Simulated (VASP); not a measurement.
Input of a VASP 6.6.1 run:

File INCAR:

```
ALGO = Normal
EDIFF = 1E-6
ENCUT = 520
GGA = PE
ISIF = 2
ISMEAR = 1
ISPIN = 2
LASPH = T
LCHARG = F
LMAXMIX = 4
LORBIT = 11
LREAL = F
LWAVE = F
MAGMOM = 2 2
NBANDS = 20
NELM = 150
PREC = Accurate
SIGMA = 0.005
```

KPOINTS

```
k-points
0
Gamma
  10 10 6
```

File POSCAR:

```
Co
1.0
    2.4719999032      0.0000000000      0.0000000000
   -1.2359999516      2.1408147143      0.0000000000
    0.0000000000      0.0000000000      4.0211440800
Co
2
Direct
    0.6666666667      0.3333333333      0.7500000000
    0.3333333333      0.6666666667      0.2500000000
```

Potentials or basis: VASP PAW PBE potentials, release 64 (Co).

The run is started by

```sh
$ cat potpaw_PBE.64/Co/POTCAR > POTCAR
$ mpirun -np 1 vasp_std > vasp.out
```

(1) Estimate the net moment.

(2) Predict the pressure.

Results:

(1) 3.28 μB per cell.

(2) 4.5 GPa.
